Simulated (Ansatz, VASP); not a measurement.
# Two plane-wave programs on HgC4F6

```
Hg C F
1.0
     5.37769   -0.05982   -0.03005
    -1.90151    5.92757    0.09766
    -2.30094   -2.40549    6.11020
Hg C F
1 4 6
Direct
  0.00000 0.00000 0.00000
  0.20411 0.13290 0.81827
  0.79589 0.86710 0.18173
  0.18474 0.31133 0.74462
  0.81526 0.68867 0.25538
  0.37393 0.02943 0.76538
  0.62607 0.97057 0.23462
  0.31572 0.39504 0.62733
  0.68428 0.60496 0.37267
  0.02587 0.42768 0.78023
  0.97413 0.57232 0.21977
```

Alike in both runs: functional PBE; k mesh 4 × 4 × 4; occupations gaussian, width 0.1 eV; no spin polarisation.

Ansatz relaxed the structure, and its values are those at the end. VASP's run is a single point on that final structure, the one shown.

|  | VASP | Ansatz |
| --- | --- | --- |
| version | VASP 6.6.1 | Ansatz 0.2.0 |
| potentials or method | VASP PAW PBE potentials, release 64 (Hg, C, F), cutoff 520 eV | scalar-relativistic, plane waves, PAW |
| valence electrons in the cell | 70 | 78 |

Ansatz gave:

- gap on the k mesh at the Fermi level (eV): 3.56
- least direct gap on the mesh (eV): 3.81
- pressure (GPa): 0.2
- rms of the force components (eV/Å): 0.010

**Question.** Which values does VASP return?

**Answer.** gap on the k mesh at the Fermi level (eV): 3.57; least direct gap on the mesh (eV): 3.82; pressure (GPa): 1.0; rms of the force components (eV/Å): 0.223.

One of these differences is far larger than is usual between the two programs; its cause wasn't traced. With one functional, cell and mesh, what is left measures potentials, basis and numerics. VASP's potentials hold 70 valence electrons a cell and Ansatz's 78, so a difference there can come from the potentials and not from the codes.

Neither program's run includes spin-orbit coupling.
